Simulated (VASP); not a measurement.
# TePtSe3 (P1) in VASP: single point with PBE

Aim: the single point of TePtSe3 with PBE.

Program: VASP 6.6.1. These are calculated values, not measurements. Logs are shortened: lines on timing, memory, paths and dates and some standing lists are left out, and cuts for length are marked.

## 1. The cell of the first run

The typed cell holds 10 atoms: a = 5.022 Å, b = 5.022 Å, c = 12.835 Å, α = 89.87°, β = 89.97°, γ = 90.01°.

## 2. Single point, PBE

INCAR

```
SYSTEM = TePtSe3
PREC = Accurate ; ENCUT = 520
EDIFF = 1E-6 ; ISMEAR = 0
SIGMA = 0.2 ; LREAL = .False.
LASPH = .True. ; NELM = 100
ALGO = Normal ; ISIF = 2
LWAVE = .False. ; LCHARG = .False.
GGA = PE ; NBANDS = 45
```

KPOINTS

```
regular mesh
0
Gamma
  4 4 2
  0 0 0
```

POSCAR

```
TePtSe3
1.0
    5.0220105791     -0.0004396106      0.0025531309
   -0.0003783236      5.0223280619      0.0079121389
   -0.0004738672      0.0099458751     12.8354905064
Te Pt Se
2 2 6
Direct
    0.9906599205     -0.0081983816      0.4475790982
    1.0089261337      0.0062674593      0.9472319853
    0.5074290625      0.5045245997      0.0685380552
    0.4912335319      0.4918292738      0.5688881851
    0.9819838341     -0.0087679596      0.2607041676
    0.0226265139      0.0235328722      0.7604765703
    0.0077172781      0.5035133655      0.0509684144
   -0.0090100534      0.4908855680      0.5512314543
    0.5073081923      0.0047170599      0.0509688656
    0.4911255867     -0.0083038570      0.5512595438
```

Potentials or basis: VASP PAW PBE potentials, release 64 (Te, Pt, Se).

On the command line:

```
$ cat potpaw_PBE.64/Te/POTCAR potpaw_PBE.64/Pt/POTCAR potpaw_PBE.64/Se/POTCAR > POTCAR
$ mpirun -np 1 vasp_std > vasp.out
```

OUTCAR:

```text
SYSTEM = TePtSe3
   PREC = Accurate
   ENCUT = 520
   EDIFF = 1E-6
   ISMEAR = 0
   LREAL = .False.
   LASPH = .True.
   NELM = 100
   ISIF = 2
   GGA = PE

 ion  position               nearest neighbor table
   1  0.991  0.992  0.448-   5 2.40  10 2.84   8 2.84   8 2.84  10 2.84
   2  0.009  0.006  0.947-   6 2.40   7 2.83   9 2.84   9 2.85   7 2.85
   3  0.507  0.505  0.069-   7 2.52   9 2.52   9 2.52   7 2.52
   4  0.491  0.492  0.569-   8 2.52  10 2.52  10 2.52   8 2.52
   5  0.982  0.991  0.261-   1 2.40
   6  0.023  0.024  0.760-   2 2.40
   7  0.008  0.504  0.051-   3 2.52   3 2.52   2 2.83   2 2.85
   8  0.991  0.491  0.551-   4 2.52   4 2.52   1 2.84   1 2.84
   9  0.507  0.005  0.051-   3 2.52   3 2.52   2 2.84   2 2.85
  10  0.491  0.992  0.551-   4 2.52   4 2.52   1 2.84   1 2.84

  LATTYP: Found a triclinic cell.
 ALAT       =    13.7721001292
 B/A-ratio  =     0.3646745421
 C/A-ratio  =     0.3646510845
 COS(alpha) =     0.0001620640
 COS(beta)  =     0.0004984434
 COS(gamma) =     0.3624841128

  Lattice vectors:

 A1 = (  -0.0000955436,  -5.0123821868,  12.8275783675)
 A2 = (   0.0003783236,  -5.0223280619,  -0.0079121389)
 A3 = (   5.0220105791,  -0.0004396106,   0.0025531309)

Analysis of symmetry for initial positions (statically):
=====================================================================
 Subroutine PRICEL returns:
 Original cell was already a primitive cell.

 Routine SETGRP: Setting up the symmetry group for a
 triclinic supercell.

 Subroutine GETGRP returns: Found  1 space group operations
 (whereof  1 operations were pure point group operations)
 out of a pool of  2 trial point group operations.

The static configuration has the point symmetry C_1 .

Analysis of symmetry for dynamics (positions and initial velocities):
=====================================================================
 Subroutine PRICEL returns:
 Original cell was already a primitive cell.

 Routine SETGRP: Setting up the symmetry group for a
 triclinic supercell.

 Subroutine GETGRP returns: Found  1 space group operations
 (whereof  1 operations were pure point group operations)
 out of a pool of  2 trial point group operations.

The dynamic configuration has the point symmetry C_1 .

 Subroutine INISYM returns: Found  1 space group operations
 (whereof  1 operations are pure point group operations),
 and found     1 'primitive' translations

----------------------------------------------------------------------------------------

                                     Primitive cell

  volume of cell :     323.7387

  direct lattice vectors                    reciprocal lattice vectors
     5.022010579 -0.000439611  0.002553131     0.199123433  0.000014988  0.000007340
    -0.000378324  5.022328062  0.007912139     0.000017508  0.199111093 -0.000154285
    -0.000473867  0.009945875 12.835490506    -0.000039619 -0.000122740  0.077909076

  length of vectors
     5.022011247  5.022334309 12.835494369     0.199123434  0.199111153  0.077909182

  position of ions in fractional coordinates (direct lattice)
     0.990659921  0.991801618  0.447579098
     0.008926134  0.006267459  0.947231985
     0.507429063  0.504524600  0.068538055
     0.491233532  0.491829274  0.568888185
     0.981983834  0.991232040  0.260704168
     0.022626514  0.023532872  0.760476570
     0.007717278  0.503513365  0.050968414
     0.990989947  0.490885568  0.551231454
     0.507308192  0.004717060  0.050968866
     0.491125587  0.991696143  0.551259544

  ion indices of the primitive-cell ions
   primitive index   ion index
                 1           1
                 2           2
                 3           3
                 4           4
                 5           5
                 6           6
                 7           7
                 8           8
                 9           9
                10          10

----------------------------------------------------------------------------------------

 KPOINTS: regular mesh

Automatic generation of k-mesh.
 Grid dimensions read from file:
 generate k-points for:    4    4    2

 Generating k-lattice:

  Cartesian coordinates                     Fractional coordinates (reciprocal lattice)
     0.049780858  0.000003747  0.000001835     0.250000000 -0.000000000 -0.000000000
     0.000004377  0.049777773 -0.000038571    -0.000000000  0.250000000  0.000000000
    -0.000019809 -0.000061370  0.038954538    -0.000000000  0.000000000  0.500000000

  Length of vectors
     0.049780858  0.049777788  0.038954591

  Shift w.r.t. Gamma in fractional coordinates (k-lattice)
     0.000000000  0.000000000  0.000000000

 Subroutine IBZKPT returns following result:
 ===========================================

 Found     20 irreducible k-points:

 Following reciprocal coordinates:
            Coordinates               Weight
  0.000000  0.000000  0.000000      1.000000
  0.250000 -0.000000  0.000000      2.000000
  0.500000 -0.000000  0.000000      1.000000
  0.000000  0.250000  0.000000      2.000000
  0.250000  0.250000 -0.000000      2.000000
  0.500000  0.250000 -0.000000      2.000000
[... 12 lines left out ...]
  0.250000  0.500000  0.500000      2.000000
  0.500000  0.500000  0.500000      1.000000
   k-points           NKPTS =     20   k-points in BZ     NKDIM =     20   number of bands    NBANDS=     45
   number of dos      NEDOS =    301   number of ions     NIONS =     10
   total plane-waves  NPLWV = 153600
   dimension x,y,z NGX =    40 NGY =   40 NGZ =   96
   dimension x,y,z NGXF=    80 NGYF=   80 NGZF=  192
   ions per type =               2   2   6
   NGX,Y,Z   is equivalent  to a cutoff of  13.24, 13.24, 12.43 a.u.
   NGXF,Y,Z  is equivalent  to a cutoff of  26.48, 26.48, 24.87 a.u.
 SYSTEM =  TePtSe3
   PREC   = accura    normal or accurate (medium, high low for compatibility)
   ISTART =      0    job   : 0-new  1-cont  2-samecut
   ICHARG =      2    charge: 1-file 2-atom 10-const
   ISPIN  =      1    spin polarized calculation?
   LNONCOLLINEAR =      F non collinear calculations
   LSORBIT =      F    spin-orbit coupling
   LASPH  =      T    aspherical Exc in radial PAW
   ENCUT  =  520.0 eV  38.22 Ry    6.18 a.u.   9.34  9.34 23.87*2*pi/ulx,y,z
   NELM   =    100;   NELMIN=  2; NELMDL= -5     # of ELM steps
   EDIFF  = 0.1E-05   stopping-criterion for ELM
   LREAL  =      F    real-space projection
   EDIFFG = 0.1E-04   stopping-criterion for IOM
   NSW    =      0    number of steps for IOM
   IBRION =     -1    ionic relax: 0-MD 1-quasi-New 2-CG
   NFREE  =      0    steps in history (QN), initial steepest desc. (CG)
   ISIF   =      2    stress and relaxation
   ISYM   =      2    0-nonsym 1-usesym 2-fastsym
   POTIM  = 0.5000    time-step for ionic-motion
   TEBEG  =    0.0;   TEEND  =   0.0 temperature during run
   PSTRESS=    0.0 pullay stress
   NELECT =      68.0000    total number of electrons
   NUPDOWN=      -1.0000    fix difference up-down
   EMIN   =  10.00;   EMAX   =-10.00  energy-range for DOS
   EFERMI =   0.00;   METHOD = LEGACY
   ISMEAR =     0;   SIGMA  =   0.20  broadening in eV -4-tet -1-fermi 0-gaus
   EFERMI_NEDOS =   21; number of points for ismear=-14 and -15
   IALGO  =     38    algorithm
   IMIX   =      4    mixing-type and parameters
     AMIX     =   0.40;   BMIX     =  1.00
     AMIX_MAG =   1.60;   BMIX_MAG =  1.00
  volume/ion in A,a.u.               =      32.37       218.47
  Fermi-wavevector in a.u.,A,eV,Ry     =   0.973150  1.838986 12.884990  0.947020
  Thomas-Fermi vector in A             =   2.103506
   LORBIT       =      0    0 simple, 1 ext, 2 COOP (PROOUT), +10 PAW based schemes
   GGA     = PE    functional components
   LHFCALC =     F    Hartree Fock is set to
   AEXX    =    0.0000 exact exchange contribution
   IVDW    =     0    specifies the selected vdW correction
   LEPSILON=     F    determine dielectric tensor
   LRPA    =     F    only Hartree local field effects (RPA)
 non-spin polarized calculation
 Gauss-broadening in eV      SIGMA  =   0.20
  energy-cutoff  :      520.00
  volume of cell :      323.74
 maximum number of plane-waves:      8752
 NGX is ok and might be reduce to    40
   NGX = 19   NGY = 19   NGZ = 47

 number of electron      67.9999998 magnetization

 Free energy of the ion-electron system (eV)
  ---------------------------------------------------
  ext. energy  EPLUGINS =         0.00000000
  ---------------------------------------------------
  free energy    TOTEN  =       -37.78317780 eV

  energy without entropy =      -37.75129309  energy(sigma->0) =      -37.76723544

 E-fermi :   2.4250     XC(G=0):  -8.1867

 val. band max:        2.3461967155   @ k =   0.2500   0.2500  -0.0000
 cond. band min:       2.6561883677   @ k =   0.0000   0.5000   0.0000
 fundamental gap:      0.3099916521
 Fermi energy:         2.4250386775

 k-point     1 :       0.0000    0.0000    0.0000
  band No.  band energies     occupation
      1     -12.4658      2.00000
      2     -12.3602      2.00000
      3     -10.6810      2.00000
      4     -10.4508      2.00000
      5     -10.4479      2.00000
      6     -10.3880      2.00000
[... 37 lines left out ...]
     44       5.5094      0.00000
     45       7.1091      0.00000

 k-point     2 :       0.2500   -0.0000    0.0000
  band No.  band energies     occupation
      1     -12.2227      2.00000
      2     -12.1098      2.00000
      3     -10.7552      2.00000
      4     -10.6787      2.00000
      5     -10.5128      2.00000
      6     -10.3195      2.00000
[... 37 lines left out ...]
     44       6.2704      0.00000
     45       7.3170      0.00000

 k-point     3 :       0.5000   -0.0000    0.0000
  band No.  band energies     occupation
      1     -11.8072      2.00000
      2     -11.6667      2.00000
      3     -11.1268      2.00000
      4     -11.1227      2.00000
      5     -10.4994      2.00000
      6     -10.2293      2.00000
[... 805 lines left out ...]
     44       6.2821      0.00000
     45       8.3542      0.00000

 k-point    20 :       0.5000    0.5000    0.5000
  band No.  band energies     occupation
      1     -11.1412      2.00000
      2     -11.1385      2.00000
      3     -10.7759      2.00000
      4     -10.7752      2.00000
      5     -10.7728      2.00000
      6     -10.7689      2.00000
[... 37 lines left out ...]
     44       6.5142      0.00000
     45       8.7602      0.00000

------------------------ aborting loop because EDIFF is reached ----------------------------------------

  FORCE on cell =-STRESS in cart. coord.  units (eV):
  Direction    XX          YY          ZZ          XY          YZ          ZX
  --------------------------------------------------------------------------------------
  -------------------------------------------------------------------------------------
  Total       -0.1295238     -0.1394596      0.1644975     -0.0005709      0.0021095      0.0085757
  in kB       -0.6410109     -0.6901831      0.8140955     -0.0028255      0.0104398      0.0424411
  external PRESSURE =      -0.1723662 kB  Pullay stress =       0.0000000 kB

 VOLUME and BASIS-vectors are now :
 -----------------------------------------------------------------------------
  energy-cutoff  :      520.00
  volume of cell :      323.74
      direct lattice vectors                 reciprocal lattice vectors
     5.022010579 -0.000439611  0.002553131     0.199123433  0.000014988  0.000007340
    -0.000378324  5.022328062  0.007912139     0.000017508  0.199111093 -0.000154285
    -0.000473867  0.009945875 12.835490506    -0.000039619 -0.000122740  0.077909076

 POSITION                                       TOTAL-FORCE (eV/Angst)
 -----------------------------------------------------------------------------------
      4.97452      4.98517      5.75527        -0.003089     -0.000496      0.034308
      0.04438      0.04089     12.15826        -0.002802     -0.002628      0.052526
      2.54809      2.53435      0.88501         0.002775     -0.001317      0.007105
      2.46652      2.47557      7.30710         0.003514      0.001809      0.004544
      4.93103      4.98045      3.35662        -0.000253      0.000381     -0.032740
      0.11326      0.12574      9.76133         0.000794      0.001503     -0.042956
      0.03854      2.52931      0.65821        -0.000072      0.004131     -0.006591
      4.97632      2.47044      7.08174        -0.001243      0.003639     -0.004794
      2.54768      0.02397      0.65554        -0.000298     -0.001252     -0.006039
      2.46580      4.98589      7.08479         0.000675     -0.005770     -0.005363
 -----------------------------------------------------------------------------------
    total drift:                               -0.000054      0.000129      0.001440

  FREE ENERGIE OF THE ION-ELECTRON SYSTEM (eV)
  ---------------------------------------------------
  free  energy   TOTEN  =       -37.7831777994 eV

  energy  without entropy=      -37.7512930875  energy(sigma->0) =      -37.76723544
```

Wall time 4.7 min (1 thread of AMD EPYC 7R13 (Zen 3), shared host); peak memory 0.51 GiB.

Results:

| Property | Result |
| --- | --- |
| Free energy | -37.7832 eV |
| Pressure | 0.0 GPa |
| Largest force | 0.053 eV/Å |
| Band gap on the k mesh | zero (bands 34 and 35 overlap by 1.92 eV) |

Forces on the atoms (eV/Å):
```
Te  -0.003  0.000  0.034
Te  -0.003 -0.003  0.053
Pt   0.003 -0.001  0.007
Pt   0.004  0.002  0.005
Se   0.000  0.000 -0.033
Se   0.001  0.002 -0.043
Se   0.000  0.004 -0.007
Se  -0.001  0.004 -0.005
Se   0.000 -0.001 -0.006
Se   0.001 -0.006 -0.005
```

Stress tensor (GPa, compression positive):
```
-0.06  0.00  0.00
 0.00 -0.07  0.00
 0.00  0.00  0.08
```

Levels at points of the mesh, in eV from the Fermi level:
```
           k point  band 31  band 32  band 33  band 34  band 35  band 36  band 37  band 38
(0.00, 0.00, 0.00)    -1.14    -1.09    -1.06    -0.97    -0.89    -0.82     0.89     0.97
(0.50, 0.00, 0.00)    -0.73    -0.72    -0.64    -0.41     0.23     0.25     0.76     1.45
(0.00, 0.50, 0.00)    -0.73    -0.72    -0.64    -0.41     0.23     0.25     0.76     1.45
(0.50, 0.50, 0.00)    -0.48    -0.46    -0.37     0.96     1.04     1.23     1.85     1.88
(0.00, 0.00, 0.50)    -1.12    -1.07    -1.02    -1.01    -0.96    -0.92     0.96     0.96
(0.50, 0.00, 0.50)    -0.92    -0.91    -0.61    -0.61     0.24     0.25     1.32     1.33
(0.00, 0.50, 0.50)    -0.92    -0.91    -0.61    -0.60     0.24     0.24     1.32     1.32
(0.50, 0.50, 0.50)    -0.71    -0.70     0.34     0.34     1.49     1.50     1.51     1.51
```

Caveat: spin-orbit coupling is left out, which moves the levels of the heavy elements.
